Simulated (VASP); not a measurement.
# KAlH5 (Immm) in VASP: notebook, part 2 of 2

VASP 6.6.1.

## Step 5: Single point, PBE

This run uses another cell than the first one, of 15.74 Å³/atom.

The input, INCAR:

```
PREC     = Accurate       # precision mode
ENCUT    = 500            # plane-wave cutoff, eV
EDIFF    = 1E-6           # SCF threshold, eV
ISMEAR   = 0              # smearing method
SIGMA    = 0.1            # smearing width, eV
LREAL    = F              # projectors in reciprocal space
LASPH    = T              # aspherical terms in the spheres
NELM     = 120            # most SCF steps
ALGO     = Normal         # electronic algorithm
ISIF     = 2              # what is computed and relaxed
LWAVE    = F              # write WAVECAR
LCHARG   = F              # write CHGCAR
GGA      = PE             # functional
NBANDS   = 18             # bands
GGA_COMPAT= F
```

The input, KPOINTS:

```
Automatic mesh
0
Gamma
  12 12 12
```

The input, POSCAR:

```
KAlH5
1.0
   -1.8530044770      3.4652204982      4.2884600526
    1.8530044770     -3.4652204982      4.2884600526
    1.8530044770      3.4652204982     -4.2884600526
K Al H
1 1 5
Direct
    0.0000000000      0.0000000000      0.0000000000
    0.5000000000      0.5000000000      0.0000000000
    0.7446185679      0.5000000000      0.2446185679
    0.2553814321      0.5000000000      0.7553814321
    0.3038161561      0.3038161561      0.0000000000
    0.6961838439      0.6961838439      0.0000000000
    0.5000000000      0.0000000000      0.5000000000
```

Potentials or basis: VASP PAW PBE potentials, release 64 (K_sv, Al, H).

Run with:

```
$ cat potpaw_PBE.64/K_sv/POTCAR potpaw_PBE.64/Al/POTCAR potpaw_PBE.64/H/POTCAR > POTCAR
$ mpirun -np 1 vasp_std > vasp.out
```

OUTCAR:

```text
PREC = Accurate
   ENCUT = 500
   EDIFF = 1E-6
   ISMEAR = 0
   LREAL = F
   LASPH = T
   NELM = 120
   ISIF = 2
   GGA = PE

 ion  position               nearest neighbor table
   1  0.000  0.000  0.000-
   2  0.500  0.500  0.000-   5 1.68   6 1.68   3 1.70   4 1.70   7 1.85   7 1.85
   3  0.745  0.500  0.245-   2 1.70
   4  0.255  0.500  0.755-   2 1.70
   5  0.304  0.304  0.000-   2 1.68
   6  0.696  0.696  0.000-   2 1.68
   7  0.500  0.000  0.500-   2 1.85   2 1.85

  LATTYP: Found a body centered orthorhombic cell.
 ALAT       =     3.7060089540
 B/A-ratio  =     1.8700551138
 C/A-ratio  =     2.3143279500

  Lattice vectors:

 A1 = (  -1.8530044770,   3.4652204982,   4.2884600526)
 A2 = (   1.8530044770,  -3.4652204982,   4.2884600526)
 A3 = (   1.8530044770,   3.4652204982,  -4.2884600526)

Analysis of symmetry for initial positions (statically):
=====================================================================
[... 185 lines left out ...]
 cond. band min:      -1.6624071706   @ k =  -0.3333   0.1667   0.0000
 fundamental gap:      0.0003387282
 Fermi energy:        -1.6625927289

 k-point     1 :       0.0000    0.0000    0.0000
  band No.  band energies     occupation
      1     -30.8178      2.00000
      2     -14.3205      2.00000
      3     -14.3164      2.00000
      4     -14.2052      2.00000
      5      -8.0465      2.00000
      6      -3.8959      2.00000
[... 481 lines left out ...]
      5      -7.6093      2.00000
      6      -4.3677      2.00000
[... 10 lines left out ...]
     17       7.2015      0.00000
     18       7.9672      0.00000

 [... further k-points ...]

------------------------ aborting loop because EDIFF is reached ----------------------------------------

  FORCE on cell =-STRESS in cart. coord.  units (eV):
  Direction    XX          YY          ZZ          XY          YZ          ZX
  --------------------------------------------------------------------------------------
  -------------------------------------------------------------------------------------
  Total       -0.0586192     -0.0461050     -0.0798650      0.0000000      0.0000000      0.0000000
  in kB       -0.8526710     -0.6706410     -1.1617118      0.0000000      0.0000000      0.0000000
  external PRESSURE =      -0.8950079 kB  Pullay stress =       0.0000000 kB

 VOLUME and BASIS-vectors are now :
 -----------------------------------------------------------------------------
  energy-cutoff  :      500.00
  volume of cell :      110.15
      direct lattice vectors                 reciprocal lattice vectors
    -1.853004477  3.465220498  4.288460053     0.000000000  0.144290962  0.116591969
     1.853004477 -3.465220498  4.288460053     0.269832052  0.000000000  0.116591969
     1.853004477  3.465220498 -4.288460053     0.269832052  0.144290962  0.000000000

 POSITION                                       TOTAL-FORCE (eV/Angst)
 -----------------------------------------------------------------------------------
      0.00000      0.00000      0.00000        -0.000000     -0.000000     -0.000000
      0.00000      0.00000      4.28846        -0.000000     -0.000000     -0.000000
     -0.00000      1.69531      4.28846        -0.000000     -0.002186     -0.000000
      1.85300      1.76991      0.00000         0.000000      0.002186     -0.000000
      0.00000      0.00000      2.60581        -0.000000     -0.000000      0.002037
      0.00000      0.00000      5.97111         0.000000      0.000000     -0.002037
      0.00000      3.46522      0.00000        -0.000000     -0.000000     -0.000000
 -----------------------------------------------------------------------------------
    total drift:                               -0.000000     -0.000000     -0.000000

  FREE ENERGIE OF THE ION-ELECTRON SYSTEM (eV)
  ---------------------------------------------------
  free  energy   TOTEN  =       -20.2927440471 eV

  energy  without entropy=      -20.2560980400  energy(sigma->0) =      -20.27442104
```

OSZICAR:

```text
N       E                     dE             d eps       ncg     rms          rms(c)
DAV:   1     0.559684310000E+02    0.55968E+02   -0.61712E+03 10080   0.733E+02
DAV:   2    -0.173201016656E+02   -0.73289E+02   -0.70187E+02 11870   0.182E+02
DAV:   3    -0.213536010519E+02   -0.40335E+01   -0.39745E+01 15782   0.353E+01
DAV:   4    -0.215230034335E+02   -0.16940E+00   -0.16929E+00 15732   0.520E+00
DAV:   5    -0.215243295988E+02   -0.13262E-02   -0.13260E-02 15034   0.452E-01    0.633E+00
DAV:   6    -0.206313444106E+02    0.89299E+00   -0.33883E-01 13364   0.276E+00    0.379E+00
DAV:   7    -0.202620973195E+02    0.36925E+00   -0.69872E-01 13460   0.361E+00    0.112E+00
DAV:   8    -0.202812873468E+02   -0.19190E-01   -0.62073E-02 13382   0.120E+00    0.601E-01
DAV:   9    -0.202889392315E+02   -0.76519E-02   -0.72344E-03 13374   0.428E-01    0.198E-01
DAV:  10    -0.202921514579E+02   -0.32122E-02   -0.24551E-03 12132   0.251E-01    0.777E-02
DAV:  11    -0.202926150534E+02   -0.46360E-03   -0.31507E-04 12604   0.101E-01    0.483E-02
DAV:  12    -0.202927317409E+02   -0.11669E-03   -0.20507E-04 12110   0.847E-02    0.113E-02
DAV:  13    -0.202927414157E+02   -0.96747E-05   -0.19389E-05 13246   0.256E-02    0.684E-03
DAV:  14    -0.202927439814E+02   -0.25657E-05   -0.32130E-06 11456   0.111E-02    0.353E-03
DAV:  15    -0.202927440471E+02   -0.65729E-07   -0.42632E-07 11008   0.406E-03
   1 F= -.20292744E+02 E0= -.20274421E+02  d E =-.366460E-01
```

Wall time 8.8 min (1 thread of Intel Xeon Platinum 8259CL at 2.50GHz (Skylake/Cascade Lake), shared host); peak memory 0.63 GiB.

What came out:

* Free energy: -20.2927 eV
* Pressure: -0.1 GPa
* Band gap on the k mesh: zero (an odd number of electrons rules out a gap without spin polarisation)

Forces in eV/Å, atoms in the order of the input:
```
K    0.000  0.000  0.000
Al   0.000  0.000  0.000
H    0.000 -0.002  0.000
H    0.000  0.002  0.000
H    0.000  0.000  0.002
H    0.000  0.000 -0.002
H    0.000  0.000  0.000
```

Levels at points of the mesh, in eV from the Fermi level:
| k point | band 4 | band 5 | band 6 | band 7 | band 8 | band 9 | band 10 | band 11 | band 12 | band 13 |
| --- | --- | --- | --- | --- | --- | --- | --- | --- | --- | --- |
| (0.00, 0.00, 0.00) | -12.54 | -6.38 | -2.23 | -2.06 | -0.37 | -0.10 | 4.55 | 4.71 | 6.09 | 7.21 |
| (0.50, 0.00, 0.00) | -12.54 | -6.16 | -2.97 | -2.25 | 0.03 | 0.14 | 5.16 | 5.54 | 5.85 | 6.62 |
| (0.00, 0.50, 0.00) | -12.59 | -4.67 | -2.90 | -2.24 | -1.93 | 0.20 | 5.01 | 5.79 | 5.97 | 7.03 |
| (0.50, 0.50, 0.00) | -12.59 | -4.76 | -2.86 | -2.03 | -1.81 | -0.07 | 4.68 | 4.71 | 5.88 | 7.09 |
| (0.50, 0.50, 0.50) | -12.54 | -6.16 | -2.53 | -2.42 | -0.88 | 0.18 | 5.92 | 6.24 | 7.20 | 7.65 |

Caveat: an odd number of electrons without spin polarisation forces a metal; a magnetic or distorted state may lie lower.

## Step 6: The runs side by side

| task | cell | k mesh | gap on the mesh (eV) | pressure (GPa) | largest force (eV/Å) |
| --- | --- | --- | --- | --- | --- |
| single point | a = 5.471 Å, angles 140.9, 106.3, 86.8°, 7 atoms, atomic positions A | 6 × 6 × 6 | none | 0.8 | 0.95 |
| single point | a = 5.794 Å, angles 142.5, 107.0, 85.1°, 7 atoms, atomic positions B | 6 × 6 × 6 | none | -0.1 | 0.02 |
| relaxation of cell and atoms | relaxed from a = 5.471 Å, angles 140.9, 106.3, 86.8°, 7 atoms, atomic positions A | 6 × 6 × 6 | none | 0.0 | 0.04 |
| single point | a = 5.817 Å, angles 142.8, 106.9, 85.0°, 7 atoms, atomic positions C | 12 × 12 × 12 | none | -0.1 | - |

Alike in all rows: level PBE; potentials or basis VASP PAW PBE potentials, release 64 (K_sv, Al, H); no spin polarisation; cutoff (eV) 500; smearing gaussian 0.1 eV.

Caveats: an odd number of electrons without spin polarisation forces a metal; a magnetic or distorted state may lie lower.

Absolute energies hang on the potentials; compare differences alone.
